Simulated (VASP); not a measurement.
Here is a VASP 6.6.1 calculation.

INCAR

```
SYSTEM = Mg
ALGO = Normal
EDIFF = 1E-6
ENCUT = 520
GGA = PE
ISIF = 2
ISMEAR = 0
LASPH = .True.
LCHARG = .True.
LELF = .True.
LREAL = .False.
LVHAR = .True.
LWAVE = .False.
NBANDS = 7
NELM = 60
PREC = Accurate
SIGMA = 0.15
```

The input KPOINTS:

```
k-points
0
Gamma
  20 20 20
  0 0 0
```

File POSCAR:

```
Mg
1.0
   -1.9057973337      1.9057973337      1.6658574494
    1.9057973337     -1.9057973337      1.6658574494
    1.9057973337      1.9057973337     -1.6658574494
Mg
1
Direct
    0.0000000000      0.0000000000      0.0000000000
```

Potentials or basis: VASP PAW PBE potentials, release 64 (Mg).

Command:

```sh
$ cat potpaw_PBE.64/Mg/POTCAR > POTCAR
$ mpirun -np 1 vasp_std > vasp.out
```

Task: Predict the pressure.

Result: -1.6 GPa.

Task: What does it give for the band gap on the k mesh?

Result: Zero (bands 1 and 2 overlap by 4.41 eV).

Stress tensor (GPa, compression positive):
```
-1.79  0.00  0.00
 0.00 -1.79  0.00
 0.00  0.00 -1.24
```
